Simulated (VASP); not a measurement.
A run of VASP 6.6.1 is set up as follows.

The input INCAR:

```
PREC = Accurate
ENCUT = 500
EDIFF = 1E-6
ISMEAR = -1
SIGMA = 0.15
LREAL = False
LASPH = True
NELM = 120
ALGO = Normal
ISIF = 2
LWAVE = False
LCHARG = False
GGA = LIBXC
LIBXC1 = GGA_X_PBE_R
LIBXC2 = LDA_C_PW
NBANDS = 17
GGA_COMPAT = False
```

Contents of KPOINTS:

```
regular mesh
0
Gamma
  10 10 5
```

Contents of POSCAR:

```
Pt
1.0
    2.7146883333      0.0000000000      0.0000000000
   -1.3572950000      2.3509533333      0.0000000000
    0.0000000000      0.0000000000      4.9559207124
Pt
2
Direct
    0.6666666667      0.3333333333      0.7500000000
    0.3333333333      0.6666666667      0.2500000000
```

Potentials or basis: VASP PAW PBE potentials, release 64 (Pt).

The run is started by

```bash
$ cat potpaw_PBE.64/Pt/POTCAR > POTCAR
$ mpirun -np 1 vasp_std > vasp.out
```

Q: What does it give for the pressure?

A: 23.8 GPa.

Q: Estimate the band gap on the k mesh.

A: Zero (bands 10 and 11 overlap by 1.34 eV).

Stress tensor (GPa, compression positive):
```
28.37  0.00  0.00
 0.00 28.37  0.00
 0.00  0.00 14.67
```

Caveat: the cell stands under pressure; the PAW data sets were made with another functional, which shifts forces and pressure a little; spin-orbit coupling is left out, which moves the levels of the heavy elements.
